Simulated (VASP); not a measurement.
AlN:

```xyz
4
Lattice="3.0268 0.0000 0.0000 -1.5134 2.6213 0.0000 0.0000 0.0000 5.3391" Properties=species:S:1:pos:R:3 pbc="T T T"
Al    0.0000    1.7475    0.0081
Al    1.5134    0.8738    2.6777
N     0.0000    1.7475    2.0474
N     1.5134    0.8738    4.7170
```

| Property | Result |
| --- | --- |
| Program | VASP 6.6.1 |
| Task | relaxation of the atoms |
| Functional | LDA |
| Potentials or basis | VASP PAW LDA potentials, release 64 (Al, N) |
| Cutoff | 520 eV |
| k mesh | 9 × 9 × 6 |
| Occupations | gaussian, width 0.05 eV |
| Spin | no spin polarisation |

At the start: pressure -3.6 GPa; volume 10.59 Å³/atom.

Where does the relaxation end?

Over 3 steps the energy falls by 11.6 meV/atom; space group P6_3mc (No. 186, to 0.05 Å).

The path:
```csv
step,energy change (eV),largest force (eV/Å),pressure (GPa)
1,0.0000,0.6382,-3.55
2,-0.0460,0.0799,-5.41
3,-0.0466,0.0004,-5.60
```

Final structure:
```
CELL_PARAMETERS angstrom
3.02680 0.00000 0.00000
-1.51340 2.62129 0.00000
0.00000 0.00000 5.33910
ATOMIC_POSITIONS crystal
Al 0.33333 0.66667 0.00799
Al 0.66667 0.33333 0.50799
N 0.33333 0.66667 0.37701
N 0.66667 0.33333 0.87701
```
